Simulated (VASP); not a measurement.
Write the native input for VASP 6.6.1 that does the following.

```yaml
Task: relaxation of cell and atoms
Functional: LDA
Potentials_or_basis: VASP PAW LDA potentials, release 64 (Y_sv, Si, Ir)
Cutoff: 600 eV
k_mesh: 8 × 8 × 8
Occupations: gaussian, width 0.1 eV
Spin: no spin polarisation
Dipole_correction: no
Further_INCAR_settings: ALGO = Fast; EDIFF = 1e-07; IBRION = 2; EDIFFG = -0.05; NSW = 100; ISIF = 3
```

The structure of YSi2Ir2 lies in POSCAR:

```
YSi2Ir2
1.0
   -2.0250000000      2.0250000000      4.9525000000
    2.0250000000     -2.0250000000      4.9525000000
    2.0250000000      2.0250000000     -4.9525000000
Y Si Ir
1 2 2
Direct
    0.0000000000      0.0000000000      0.0000000000
    0.3750000000      0.3750000000      0.0000000000
    0.6250000000      0.6250000000      0.0000000000
    0.7500000000      0.2500000000      0.5000000000
    0.2500000000      0.7500000000      0.5000000000
```

These files were run (other wordings do the same):

INCAR

```
SYSTEM = YSi2Ir2
  ALGO = Fast
  EDIFF = 1E-7
  EDIFFG = -0.05
  ENCUT = 600
  GGA = CA
  IBRION = 2
  ISIF = 3
  ISMEAR = 0
  LASPH = .True.
  LCHARG = .False.
  LREAL = .False.
  LWAVE = .False.
  NELM = 80
  NSW = 100
  PREC = Accurate
  SIGMA = 0.1
```

KPOINTS

```
k-points
0
Gamma
  8 8 8
  0 0 0
```

Potentials or basis: VASP PAW LDA potentials, release 64 (Y_sv, Si, Ir).

Run with:

```console
$ cat potpaw_LDA.64/Y_sv/POTCAR potpaw_LDA.64/Si/POTCAR potpaw_LDA.64/Ir/POTCAR > POTCAR
$ mpirun -np 1 vasp_std > vasp.out
```

Results of the run:

```yaml
Relaxed_volume: 15.91 Å³/atom
Relaxed_cell: a = 5.688 Å, b = 5.688 Å, c = 5.688 Å, α = 138.63°, β = 138.63°, γ = 59.93°
Space_group_after_relaxing_to_0.1_Å: I4/mmm (No. 139)
Energy_gained_by_relaxing: 9.5 meV/atom
Ionic_steps: 5
Pressure_after_relaxing: 0.1 GPa
Largest_force_after_relaxing: 0.007 eV/Å
Band_gap_on_the_k_mesh: zero (an odd number of electrons rules out a gap without spin polarisation)
```

Caveat: spin-orbit coupling is left out, which moves the levels of the heavy elements.

Wall time 17 min on 1 thread of Intel(R) Xeon(R) Platinum 8559C (Emerald Rapids) (shared host), peak memory 0.39 GiB.
